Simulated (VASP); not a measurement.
# PbS (P1) in VASP: single point with PBEsol

Aim: the single point of PbS with PBEsol.

Program: VASP 6.6.1. These are calculated values, not measurements. Logs are shortened: lines on timing, memory, paths and dates and some standing lists are left out, and cuts for length are marked.

## Step 1: The cell of the first run

The typed cell holds 16 atoms: a = 8.449 Å, b = 8.449 Å, c = 8.449 Å, α = 60.00°, β = 60.00°, γ = 60.00°.

## Step 2: Single point, PBEsol

Contents of INCAR:

```
  ALGO = Normal
  EDIFF = 1E-6
  ENCUT = 520
  GGA = PS
  ISIF = 2
  ISMEAR = -1
  LASPH = True
  LCHARG = False
  LREAL = Auto
  LWAVE = False
  NBANDS = 94
  NELM = 80
  PREC = Accurate
  SIGMA = 0.052
```

Contents of KPOINTS:

```
k-points
0
Gamma
  2 2 2
```

Contents of POSCAR:

```
PbS
1.0
    0.0000000000      5.9744654327      5.9744654327
    5.9744654327      0.0000000000      5.9744654327
    5.9744654327      5.9744654327      0.0000000000
Pb S
8 8
Direct
    0.0023849833     -0.0020614397     -0.0012735867
   -0.0014515943      0.0004528439      0.4988388557
    0.0009339748      0.5010356213     -0.0011211045
   -0.0011711508      0.5031368972      0.4985505454
    0.5005521471      0.0006538660      0.0003112412
    0.4971797115      0.0019044382      0.5001351223
    0.5011357139      0.4986059479      0.0010042740
    0.4992996501      0.4988368472      0.5005528166
    0.2541751253      0.2366433476      0.2525805057
    0.2400999748      0.2572024254      0.7506366972
    0.2515686160      0.7473187435      0.2511192034
    0.2483531818      0.7475785993      0.7549816048
    0.7586337307      0.2456795535      0.2450344749
    0.7524329249      0.2421718757      0.7529682029
    0.7558498833      0.7503802726      0.2526143999
    0.7480411512      0.7686761354      0.7357679192
```

Potentials or basis: VASP PAW PBE potentials, release 64 (Pb_d, S).

Run with:

```sh
$ cat potpaw_PBE.64/Pb_d/POTCAR potpaw_PBE.64/S/POTCAR > POTCAR
$ mpirun -np 1 vasp_std > vasp.out
```

OUTCAR:

```text
EDIFF = 1E-6
   ENCUT = 520
   GGA = PS
   ISIF = 2
   ISMEAR = -1
   LASPH = True
   LREAL = Auto
   NELM = 80
   PREC = Accurate

 ion  position               nearest neighbor table
   1  0.002  0.998  0.999-  13 2.95  12 2.95  15 2.95  14 2.96  10 2.97  11 3.00
   2  0.999  0.000  0.499-  16 2.88   9 2.94  13 2.95  14 2.96  11 2.99  12 3.02
   3  0.001  0.501  0.999-  10 2.94  12 2.95  13 2.97  15 3.01   9 3.03  16 3.08
   4  0.999  0.503  0.499-  15 2.92  10 2.95  11 2.97  16 3.01  14 3.03   9 3.06
   5  0.501  0.001  0.000-   9 2.92  14 2.95  16 2.97  11 3.00  15 3.03  10 3.05
   6  0.497  0.002  0.500-  16 2.91   9 2.93  15 2.98  12 3.01  13 3.02  10 3.02
[... 8 lines left out ...]
  15  0.756  0.750  0.253-   4 2.92   1 2.95   6 2.98   3 3.01   5 3.03   8 3.04
  16  0.748  0.769  0.736-   2 2.88   6 2.91   5 2.97   4 3.01   3 3.08   7 3.09

  LATTYP: Found a face centered cubic cell.
 ALAT       =    11.9489308654

  Lattice vectors:

 A1 = (   0.0000000000,   5.9744654327,   5.9744654327)
 A2 = (   5.9744654327,   0.0000000000,   5.9744654327)
 A3 = (   5.9744654327,   5.9744654327,   0.0000000000)

Analysis of symmetry for initial positions (statically):
=====================================================================
 Subroutine PRICEL returns:
 Original cell was already a primitive cell.

 Routine SETGRP: Setting up the symmetry group for a
 face centered cubic supercell.

 Subroutine GETGRP returns: Found  1 space group operations
 (whereof  1 operations were pure point group operations)
 out of a pool of 48 trial point group operations.

The static configuration has the point symmetry C_1 .

Analysis of symmetry for dynamics (positions and initial velocities):
=====================================================================
 Subroutine PRICEL returns:
 Original cell was already a primitive cell.

 Routine SETGRP: Setting up the symmetry group for a
 face centered cubic supercell.

 Subroutine GETGRP returns: Found  1 space group operations
 (whereof  1 operations were pure point group operations)
 out of a pool of 48 trial point group operations.

The dynamic configuration has the point symmetry C_1 .

 Subroutine INISYM returns: Found  1 space group operations
 (whereof  1 operations are pure point group operations),
 and found     1 'primitive' translations

----------------------------------------------------------------------------------------

                                     Primitive cell

  volume of cell :     426.5080

  direct lattice vectors                    reciprocal lattice vectors
     0.000000000  5.974465433  5.974465433    -0.083689496  0.083689496  0.083689496
     5.974465433  0.000000000  5.974465433     0.083689496 -0.083689496  0.083689496
     5.974465433  5.974465433  0.000000000     0.083689496  0.083689496 -0.083689496

  length of vectors
     8.449170043  8.449170043  8.449170043     0.144954459  0.144954459  0.144954459

  position of ions in fractional coordinates (direct lattice)
     0.002384983  0.997938560  0.998726413
     0.998548406  0.000452844  0.498838856
     0.000933975  0.501035621  0.998878895
     0.998828849  0.503136897  0.498550545
     0.500552147  0.000653866  0.000311241
     0.497179712  0.001904438  0.500135122
[... 8 lines left out ...]
     0.755849883  0.750380273  0.252614400
     0.748041151  0.768676135  0.735767919

  ion indices of the primitive-cell ions
   primitive index   ion index
                 1           1
                 2           2
                 3           3
                 4           4
                 5           5
                 6           6
[... 8 lines left out ...]
                15          15
                16          16

----------------------------------------------------------------------------------------

 KPOINTS: k-points

Automatic generation of k-mesh.
 Grid dimensions read from file:
 generate k-points for:    2    2    2

 Generating k-lattice:

  Cartesian coordinates                     Fractional coordinates (reciprocal lattice)
    -0.041844748  0.041844748  0.041844748     0.500000000  0.000000000  0.000000000
     0.041844748 -0.041844748  0.041844748     0.000000000  0.500000000  0.000000000
     0.041844748  0.041844748 -0.041844748     0.000000000  0.000000000  0.500000000

  Length of vectors
     0.072477229  0.072477229  0.072477229

  Shift w.r.t. Gamma in fractional coordinates (k-lattice)
     0.000000000  0.000000000  0.000000000

 Subroutine IBZKPT returns following result:
 ===========================================

 Found      8 irreducible k-points:

 Following reciprocal coordinates:
            Coordinates               Weight
  0.000000  0.000000  0.000000      1.000000
  0.500000  0.000000  0.000000      1.000000
  0.000000  0.500000  0.000000      1.000000
  0.000000  0.000000  0.500000      1.000000
  0.500000  0.500000  0.500000      1.000000
  0.500000  0.500000  0.000000      1.000000
  0.000000  0.500000  0.500000      1.000000
  0.500000  0.000000  0.500000      1.000000
   k-points           NKPTS =      8   k-points in BZ     NKDIM =      8   number of bands    NBANDS=     94
   number of dos      NEDOS =    301   number of ions     NIONS =     16
   total plane-waves  NPLWV = 262144
   dimension x,y,z NGX =    64 NGY =   64 NGZ =   64
   dimension x,y,z NGXF=   128 NGYF=  128 NGZF=  128
   ions per type =               8   8
   NGX,Y,Z   is equivalent  to a cutoff of  12.59, 12.59, 12.59 a.u.
   NGXF,Y,Z  is equivalent  to a cutoff of  25.19, 25.19, 25.19 a.u.
 SYSTEM =  unknown system
   PREC   = accura    normal or accurate (medium, high low for compatibility)
   ISTART =      0    job   : 0-new  1-cont  2-samecut
   ICHARG =      2    charge: 1-file 2-atom 10-const
   ISPIN  =      1    spin polarized calculation?
   LNONCOLLINEAR =      F non collinear calculations
   LSORBIT =      F    spin-orbit coupling
   LASPH  =      T    aspherical Exc in radial PAW
   ENCUT  =  520.0 eV  38.22 Ry    6.18 a.u.  15.71 15.71 15.71*2*pi/ulx,y,z
   NELM   =     80;   NELMIN=  2; NELMDL= -5     # of ELM steps
   EDIFF  = 0.1E-05   stopping-criterion for ELM
   LREAL  =      T    real-space projection
   EDIFFG = 0.1E-04   stopping-criterion for IOM
   NSW    =      0    number of steps for IOM
[... 5 lines left out ...]
   TEBEG  =    0.0;   TEEND  =   0.0 temperature during run
   PSTRESS=    0.0 pullay stress
   NELECT =     160.0000    total number of electrons
   NUPDOWN=      -1.0000    fix difference up-down
   EMIN   =  10.00;   EMAX   =-10.00  energy-range for DOS
   EFERMI =   0.00;   METHOD = LEGACY
   ISMEAR =    -1;   SIGMA  =   0.05  broadening in eV -4-tet -1-fermi 0-gaus
   EFERMI_NEDOS =   21; number of points for ismear=-14 and -15
   IALGO  =     38    algorithm
   IMIX   =      4    mixing-type and parameters
     AMIX     =   0.40;   BMIX     =  1.00
     AMIX_MAG =   1.60;   BMIX_MAG =  1.00
  volume/ion in A,a.u.               =      26.66       179.89
  Fermi-wavevector in a.u.,A,eV,Ry     =   1.180699  2.231197 18.967196  1.394050
  Thomas-Fermi vector in A             =   2.316986
   LORBIT       =      0    0 simple, 1 ext, 2 COOP (PROOUT), +10 PAW based schemes
   GGA     = PS    functional components
   LHFCALC =     F    Hartree Fock is set to
   AEXX    =    0.0000 exact exchange contribution
   IVDW    =     0    specifies the selected vdW correction
   LEPSILON=     F    determine dielectric tensor
   LRPA    =     F    only Hartree local field effects (RPA)
 non-spin polarized calculation
  energy-cutoff  :      520.00
  volume of cell :      426.51
 maximum number of plane-waves:     11575
 NGX is ok and might be reduce to    64
   NGX = 31   NGY = 31   NGZ = 31

 number of electron     160.0000005 magnetization

 Free energy of the ion-electron system (eV)
  ---------------------------------------------------
  ext. energy  EPLUGINS =         0.00000000
  ---------------------------------------------------
  free energy    TOTEN  =       -75.38984223 eV

  energy without entropy =      -75.37490127  energy(sigma->0) =      -75.38237175

 E-fermi :   5.5446     XC(G=0):  -9.7883

 val. band max:        5.3792589069   @ k =   0.0000   0.0000   0.0000
 cond. band min:       5.7099904442   @ k =   0.0000   0.0000   0.0000
 fundamental gap:      0.3307315373
 Fermi energy:         5.5445571953

 k-point     1 :       0.0000    0.0000    0.0000
  band No.  band energies     occupation
      1     -11.4471      2.00000
      2     -11.4435      2.00000
      3     -11.4377      2.00000
      4     -11.3692      2.00000
      5     -11.3665      2.00000
      6     -11.3635      2.00000
[... 84 lines left out ...]
     91       7.3556      0.00000
     92       7.3648      0.00000

 k-point     2 :       0.5000    0.0000    0.0000
  band No.  band energies     occupation
      1     -11.4134      2.00000
      2     -11.4074      2.00000
      3     -11.3879      2.00000
      4     -11.3754      2.00000
      5     -11.3663      2.00000
      6     -11.3613      2.00000
[... 84 lines left out ...]
     91       8.5804      0.00000
     92       8.6252      0.00000

 k-point     3 :       0.0000    0.5000    0.0000
  band No.  band energies     occupation
      1     -11.4166      2.00000
      2     -11.4094      2.00000
      3     -11.3972      2.00000
      4     -11.3630      2.00000
      5     -11.3599      2.00000
      6     -11.3591      2.00000
[... 84 lines left out ...]
     91       8.5725      0.00000
     92       8.6031      0.00000

 k-point     4 :       0.0000    0.0000    0.5000
  band No.  band energies     occupation
      1     -11.4055      2.00000
      2     -11.4014      2.00000
      3     -11.3928      2.00000
      4     -11.3866      2.00000
      5     -11.3734      2.00000
      6     -11.3613      2.00000
[... 84 lines left out ...]
     91       8.6015      0.00000
     92       8.6280      0.00000

 k-point     5 :       0.5000    0.5000    0.5000
  band No.  band energies     occupation
      1     -11.4019      2.00000
      2     -11.3987      2.00000
      3     -11.3960      2.00000
      4     -11.3901      2.00000
      5     -11.3712      2.00000
      6     -11.3670      2.00000
[... 84 lines left out ...]
     91       8.6150      0.00000
     92       8.6307      0.00000

 k-point     6 :       0.5000    0.5000    0.0000
  band No.  band energies     occupation
      1     -11.4157      2.00000
      2     -11.3949      2.00000
      3     -11.3933      2.00000
      4     -11.3688      2.00000
      5     -11.3573      2.00000
      6     -11.3566      2.00000
[... 84 lines left out ...]
     91       7.8474      0.00000
     92       7.8623      0.00000

 k-point     7 :       0.0000    0.5000    0.5000
  band No.  band energies     occupation
      1     -11.4113      2.00000
      2     -11.4025      2.00000
      3     -11.3880      2.00000
      4     -11.3769      2.00000
      5     -11.3661      2.00000
      6     -11.3541      2.00000
[... 84 lines left out ...]
     91       7.8530      0.00000
     92       7.8580      0.00000

 k-point     8 :       0.5000    0.0000    0.5000
  band No.  band energies     occupation
      1     -11.4092      2.00000
      2     -11.4042      2.00000
      3     -11.3872      2.00000
      4     -11.3774      2.00000
      5     -11.3658      2.00000
      6     -11.3567      2.00000
[... 84 lines left out ...]
     91       7.8251      0.00000
     92       7.8699      0.00000
 [bands above 92 left out]

------------------------ aborting loop because EDIFF is reached ----------------------------------------

  FORCE on cell =-STRESS in cart. coord.  units (eV):
  Direction    XX          YY          ZZ          XY          YZ          ZX
  --------------------------------------------------------------------------------------
  -------------------------------------------------------------------------------------
  Total       -5.2638248     -5.1005427     -5.1242022      0.0979833     -0.0123351     -0.0098261
  in kB      -19.7735596    -19.1601904    -19.2490673      0.3680745     -0.0463367     -0.0369116
  external PRESSURE =     -19.3942724 kB  Pullay stress =       0.0000000 kB

 VOLUME and BASIS-vectors are now :
 -----------------------------------------------------------------------------
  energy-cutoff  :      520.00
  volume of cell :      426.51
      direct lattice vectors                 reciprocal lattice vectors
     0.000000000  5.974465433  5.974465433    -0.083689496  0.083689496  0.083689496
     5.974465433  0.000000000  5.974465433     0.083689496 -0.083689496  0.083689496
     5.974465433  5.974465433  0.000000000     0.083689496  0.083689496 -0.083689496

 POSITION                                       TOTAL-FORCE (eV/Angst)
 -----------------------------------------------------------------------------------
     11.92901      5.98111      5.97640         0.057405     -0.022482     -0.021626
      2.98300      8.94609      5.96850         0.009323      0.008825      0.007801
      8.96119      5.97335      2.99900         0.003094     -0.005699     -0.031109
      5.98455      8.94604      8.97344         0.028154      0.008799     -0.012734
      0.00577      2.99239      2.99444         0.000298     -0.018776      0.013669
      2.99942      5.95842      2.98176        -0.036669      0.024033      0.030157
[... 8 lines left out ...]
      5.99236      6.02504      8.99892         0.042194     -0.190153     -0.114341
      8.98825      8.86497      9.06157        -0.202572      0.289003     -0.337643
 -----------------------------------------------------------------------------------
    total drift:                               -0.004757      0.007268     -0.008942

  FREE ENERGIE OF THE ION-ELECTRON SYSTEM (eV)
  ---------------------------------------------------
  free  energy   TOTEN  =       -75.3898422255 eV

  energy  without entropy=      -75.3749012707  energy(sigma->0) =      -75.38237175
```

Wall time 7 min (1 thread of Intel Xeon Platinum 8488C (Sapphire Rapids), shared host); peak memory 0.65 GiB.

Results:

* Free energy: -75.3898 eV
* Pressure: -1.9 GPa
* Largest force: 0.500 eV/Å
* Band gap on the k mesh: 0.33 eV

Forces in eV/Å, atoms in the order of the input:
```
Pb   0.057 -0.022 -0.022
Pb   0.009  0.009  0.008
Pb   0.003 -0.006 -0.031
Pb   0.028  0.009 -0.013
Pb   0.000 -0.019  0.014
Pb  -0.037  0.024  0.030
Pb  -0.024 -0.039 -0.019
Pb   0.012  0.011  0.011
S    0.151 -0.279  0.387
S   -0.035  0.218  0.184
S   -0.073  0.067 -0.076
S   -0.211  0.074  0.053
S    0.157 -0.058 -0.104
S    0.121 -0.088  0.031
S    0.042 -0.190 -0.114
S   -0.203  0.289 -0.338
```

Caveat: the k points lie up to 0.46 Å⁻¹ apart; the atoms stand as in a frame of molecular dynamics; the PAW data sets were made with another functional, which shifts forces and pressure a little; spin-orbit coupling is left out, which moves the levels of the heavy elements.
